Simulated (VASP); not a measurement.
# Al2Pt in VASP: further runs, part 2 of 2

VASP 6.6.1. The steps go on from the part before.

## Step 4: Single point, r2SCAN

This run uses another cell than the first one, of 17.09 Å³/atom.

File POSCAR:

```
Al2Pt
1.0
    0.0000000000      2.9550000000      2.9353000000
    2.9550000000      0.0000000000      2.9353000000
    2.9550000000      2.9550000000      0.0000000000
Al Pt
2 1
Direct
    0.2500000000      0.2500000000      0.2500000000
    0.7500000000      0.7500000000      0.7500000000
    0.0000000000      0.0000000000      0.0000000000
```

File INCAR.step1:

```
PREC = Accurate
ENCUT = 520
ISMEAR = -1
SIGMA = 0.1
LREAL = F
LASPH = T
NELM = 80
NBANDS = 15
GGA = PE
ALGO = Normal
EDIFF = 1E-4
LWAVE = T
LCHARG = F
```

File INCAR.step2:

```
PREC = Accurate
ENCUT = 520
EDIFF = 1E-6
ISMEAR = -1
SIGMA = 0.1
LREAL = F
LASPH = T
NELM = 80
ALGO = Normal
ISIF = 2
LWAVE = F
LCHARG = T
METAGGA = R2SCAN
LMIXTAU = T
LELF = T
LVHAR = T
NBANDS = 15
ISTART = 1
```

File KPOINTS:

```
regular mesh
0
Gamma
  10 10 10
```

Command:

```sh
cat potpaw_PBE.64/Al/POTCAR potpaw_PBE.64/Pt/POTCAR > POTCAR
cp INCAR.step1 INCAR
mpirun -np 1 vasp_std > vasp.out
cp INCAR.step2 INCAR
mpirun -np 1 vasp_std > vasp.out
```

It took 2.2 min on 1 thread of AMD EPYC 9R45 (Zen 5), shared host; peak memory 0.21 GiB.

It converged, with:

```
Free energy            : -67.9305 eV
Pressure               : 0.3 GPa
Band gap on the k mesh : zero (bands 8 and 9 overlap by 5.71 eV)
```

Stress tensor (GPa, compression positive):
```
0.13 0.00 0.00
0.00 0.13 0.00
0.00 0.00 0.64
```

Levels at points of the mesh, in eV from the Fermi level:
| k point | band 5 | band 6 | band 7 | band 8 | band 9 | band 10 | band 11 | band 12 |
| --- | --- | --- | --- | --- | --- | --- | --- | --- |
| (0.00, 0.00, 0.00) | -3.95 | -3.92 | 3.73 | 3.96 | 3.96 | 4.01 | 5.75 | 5.86 |
| (0.50, 0.00, 0.00) | -3.92 | -3.68 | -3.68 | 1.01 | 1.07 | 4.35 | 5.55 | 5.56 |
| (0.50, 0.50, 0.00) | -3.98 | -3.62 | -3.40 | -1.75 | -1.75 | 3.55 | 3.72 | 8.47 |
| (0.50, 0.00, 0.50) | -3.98 | -3.65 | -3.39 | -1.74 | -1.68 | 3.63 | 3.76 | 8.46 |

Caveat: the PAW data sets were made with another functional, which shifts forces and pressure a little; spin-orbit coupling is left out, which moves the levels of the heavy elements.

## Step 5: Single point, r2SCAN

This run uses another cell than the first one, of 17.14 Å³/atom.

File POSCAR:

```
Al2Pt
1.0
    0.0000000000      2.9550000000      2.9451500000
    2.9550000000      0.0000000000      2.9451500000
    2.9550000000      2.9550000000      0.0000000000
Al Pt
2 1
Direct
    0.2500000000      0.2500000000      0.2500000000
    0.7500000000      0.7500000000      0.7500000000
    0.0000000000      0.0000000000      0.0000000000
```

File INCAR.step1:

```
ALGO = Normal
EDIFF = 1E-4
ENCUT = 520
GGA = PE
ISMEAR = -1
LASPH = True
LCHARG = False
LREAL = False
LWAVE = True
NBANDS = 15
NELM = 80
PREC = Accurate
SIGMA = 0.1
```

File INCAR.step2:

```
ALGO = Normal
EDIFF = 1E-7
ENCUT = 520
ISIF = 2
ISMEAR = -1
ISTART = 1
LASPH = True
LCHARG = False
LMIXTAU = True
LREAL = False
LWAVE = False
METAGGA = R2SCAN
NBANDS = 15
NELM = 80
PREC = Accurate
SIGMA = 0.1
```

File KPOINTS:

```
k-points
0
Gamma
  10 10 10
```

Command:

```sh
cat potpaw_PBE.64/Al/POTCAR potpaw_PBE.64/Pt/POTCAR > POTCAR
cp INCAR.step1 INCAR
mpirun -np 1 vasp_std > vasp.out
cp INCAR.step2 INCAR
mpirun -np 1 vasp_std > vasp.out
```

It took 3.2 min on 1 thread of AMD EPYC 9R45 (Zen 5), shared host; peak memory 0.21 GiB.

Results (log left out):

```
Free energy            : -67.9308 eV
Pressure               : -0.2 GPa
Band gap on the k mesh : zero (bands 8 and 9 overlap by 5.70 eV)
```

Stress tensor (GPa, compression positive):
```
-0.27  0.00  0.00
 0.00 -0.27  0.00
 0.00  0.00 -0.02
```

Levels at points of the mesh, in eV from the Fermi level:
```
           k point  band 5  band 6  band 7  band 8  band 9  band 10  band 11  band 12
(0.00, 0.00, 0.00)   -3.93   -3.91    3.70    3.97    3.97     3.99     5.77     5.82
(0.50, 0.00, 0.00)   -3.91   -3.67   -3.67    1.03    1.05     4.34     5.54     5.55
(0.50, 0.50, 0.00)   -3.97   -3.62   -3.38   -1.73   -1.73     3.55     3.72     8.46
(0.50, 0.00, 0.50)   -3.97   -3.63   -3.38   -1.72   -1.69     3.59     3.74     8.46
```

Caveat: the PAW data sets were made with another functional, which shifts forces and pressure a little; spin-orbit coupling is left out, which moves the levels of the heavy elements.

## Step 6: Single point, r2SCAN

This run uses another cell than the first one, of 17.26 Å³/atom.

File POSCAR:

```
Al2Pt
1.0
    0.0000000000      2.9550000000      2.9648500000
    2.9550000000      0.0000000000      2.9648500000
    2.9550000000      2.9550000000      0.0000000000
Al Pt
2 1
Direct
    0.2500000000      0.2500000000      0.2500000000
    0.7500000000      0.7500000000      0.7500000000
    0.0000000000      0.0000000000      0.0000000000
```

File INCAR.step1:

```
PREC = Accurate ; ENCUT = 520
ISMEAR = -1 ; SIGMA = 0.1
LREAL = F ; LASPH = T
NELM = 80 ; NBANDS = 15
GGA = PE ; ALGO = Normal
EDIFF = 1E-4 ; LWAVE = T
LCHARG = F
```

File INCAR.step2:

```
PREC = Accurate ; ENCUT = 520
EDIFF = 1E-6 ; ISMEAR = -1
SIGMA = 0.1 ; LREAL = F
LASPH = T ; NELM = 80
ALGO = Normal ; ISIF = 2
LWAVE = F ; LCHARG = T
METAGGA = R2SCAN ; LMIXTAU = T
LELF = T ; LVHAR = T
NBANDS = 15 ; ISTART = 1
```

File KPOINTS:

```
regular mesh
0
Gamma
  10 10 10
```

Potentials or basis: VASP PAW PBE potentials, release 64 (Al, Pt).

Command:

```sh
cat potpaw_PBE.64/Al/POTCAR potpaw_PBE.64/Pt/POTCAR > POTCAR
cp INCAR.step1 INCAR
mpirun -np 1 vasp_std > vasp.out
cp INCAR.step2 INCAR
mpirun -np 1 vasp_std > vasp.out
```

Run time: 2.4 min. Hardware: 1 thread of AMD EPYC 9R45 (Zen 5), shared host; peak memory 0.21 GiB.

Results (log left out):

```yaml
Free_energy: -67.9294 eV
Pressure: -1.1 GPa
Band_gap_on_the_k_mesh: zero (bands 8 and 9 overlap by 5.65 eV)
```

Stress tensor (GPa, compression positive):
```
-1.03  0.00  0.00
 0.00 -1.03  0.00
 0.00  0.00 -1.28
```

Levels at points of the mesh, in eV from the Fermi level:
```
           k point  band 6  band 7  band 8  band 9  band 10  band 11
(0.00, 0.00, 0.00)   -3.88    3.65    3.95    3.98     3.98     5.75
(0.50, 0.00, 0.00)   -3.64   -3.64    1.03    1.05     4.32     5.51
(0.50, 0.50, 0.00)   -3.61   -3.35   -1.69   -1.69     3.56     3.74
(0.50, 0.00, 0.50)   -3.60   -3.36   -1.72   -1.69     3.52     3.72
```

Caveat: the PAW data sets were made with another functional, which shifts forces and pressure a little; spin-orbit coupling is left out, which moves the levels of the heavy elements.

## Step 7: Overview

```csv
cell,gap on the mesh (eV),pressure (GPa)
"a = 4.179 Å, angles 60.0°, 3 atoms",none,-0.7
"a = 4.158, b = 4.158, c = 4.179 Å, angles 59.8, 59.8, 60.3°, 3 atoms",none,0.8
"a = 4.165, b = 4.165, c = 4.179 Å, angles 59.9, 59.9, 60.2°, 3 atoms",none,0.3
"a = 4.172, b = 4.172, c = 4.179 Å, angles 59.9, 59.9, 60.1°, 3 atoms",none,-0.2
"a = 4.186, b = 4.186, c = 4.179 Å, angles 60.1, 60.1, 59.9°, 3 atoms",none,-1.1
```

Alike in all rows: task single point; level r2SCAN; potentials or basis VASP PAW PBE potentials, release 64 (Al, Pt); no spin polarisation; k mesh 10 × 10 × 10; cutoff (eV) 520; smearing fermi-dirac 0.1 eV.

Caveats: the PAW data sets were made with another functional, which shifts forces and pressure a little; spin-orbit coupling is left out, which moves the levels of the heavy elements.

Absolute energies hang on the potentials; compare differences alone.
